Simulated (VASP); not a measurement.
## Ta3Si6H (a cell with a defect): single point with PBE

The system is Ta3Si6H (a cell with a defect).

```xyz
10
Lattice="4.8051 0.0000 0.0000 -2.4026 4.1613 0.0000 0.0000 0.0000 6.5989" Properties=species:S:1:pos:R:3 pbc="T T T"
Ta    2.4026    0.0000    3.2994
Ta    1.2013    2.0807    5.4991
Ta   -1.2013    2.0807    1.0998
Si    0.0000    1.3226    3.2994
Si    3.6597    0.6613    5.4991
Si    1.2571    3.5000    1.0998
Si    2.4026    2.8387    3.2994
Si   -1.2571    3.5000    5.4991
Si    1.1454    0.6613    1.0998
H     1.2013    0.7580    6.5989
```

```json
{
  "Program": "VASP 6.6.1",
  "Task": "single point",
  "Functional": "PBE",
  "Potentials or basis": "VASP PAW PBE potentials, release 64 (Ta_pv, Si, H)",
  "Cutoff": "520 eV",
  "k mesh": "9 × 9 × 6",
  "Occupations": "gaussian, width 0.15 eV",
  "Spin": "no spin polarisation",
  "Dipole correction": "no",
  "Further INCAR settings": "ALGO = Normal; EDIFF = 1e-06; NBANDS = 40"
}
```

```
Pressure               : 10.6 GPa
Largest force          : 17.543 eV/Å
Band gap on the k mesh : zero (band 29 reaches 10.12 eV, above the bottom of band 30 at 9.33 eV)
```

Forces on the atoms (eV/Å):
```
Ta   -0.067  -0.053   0.110
Ta   -0.080   1.109  -0.464
Ta    0.217   0.459  -0.238
Si   -0.142   0.204  -0.138
Si   -0.110   0.065  -0.244
Si   -0.052   0.041   0.099
Si    0.120  -0.137  -0.063
Si    0.003  -1.487  -1.111
Si   -0.964  -1.347  17.464
H     1.076   1.145 -15.415
```

Stress tensor (GPa, compression positive):
```
 1.86  0.00 -0.95
 0.00  3.27 -0.23
-0.95 -0.23 26.77
```

Levels at points of the mesh, in eV from the Fermi level:
| k point | band 26 | band 27 | band 28 | band 29 | band 30 | band 31 | band 32 | band 33 |
| --- | --- | --- | --- | --- | --- | --- | --- | --- |
| (0.00, 0.00, 0.00) | -2.66 | -2.44 | -2.30 | -1.70 | 0.47 | 1.82 | 2.61 | 2.99 |
| (0.00, 0.00, 0.50) | -2.32 | -2.08 | -1.98 | 0.61 | 0.89 | 2.11 | 2.28 | 2.32 |

It took 16 min on 1 thread of Intel(R) Xeon(R) Platinum 8124M CPU @ 3.00GHz (Skylake/Cascade Lake), with other jobs on the host, peak memory 0.99 GiB.

Caveat: spin-orbit coupling is left out, which moves the levels of the heavy elements.
